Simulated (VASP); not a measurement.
## GaAs: single point with PBE

Crystal: GaAs.

```
CELL_PARAMETERS angstrom
0.00000 2.91033 2.91033
2.91033 0.00000 2.91033
2.91033 2.91033 0.00000
ATOMIC_POSITIONS crystal
Ga 0.00000 0.00000 0.00000
As 0.75000 0.75000 0.75000
```

This cell differs from its parent crystal: volume scaled by 1.040.

```json
{
 "Program": "VASP 6.6.1",
 "Task": "single point",
 "Functional": "PBE",
 "Potentials or basis": "VASP PAW PBE potentials, release 64 (Ga_d, As)",
 "Cutoff": "520 eV",
 "k mesh": "10 × 10 × 10",
 "Occupations": "gaussian, width 0.05 eV",
 "Spin": "no spin polarisation",
 "Dipole correction": "no",
 "Further INCAR settings": "ALGO = Normal; EDIFF = 1e-06; NBANDS = 16"
}
```

```
Pressure               : -2.0 GPa
Band gap on the k mesh : zero (filled and empty bands touch)
```

Levels at points of the mesh, in eV from the Fermi level:
```
           k point  band 7  band 8  band 9  band 10  band 11  band 12
(0.00, 0.00, 0.00)   -0.13   -0.02   -0.02    -0.02     3.69     3.69
(0.50, 0.00, 0.00)   -6.21   -1.03   -1.03     0.75     4.58     4.58
(0.50, 0.50, 0.00)   -6.45   -2.40   -2.40     1.60     1.67     9.47
```

It took 27 s on 1 thread of Intel(R) Xeon(R) Platinum 8488C (Sapphire Rapids) (shared host), peak memory 0.19 GiB.
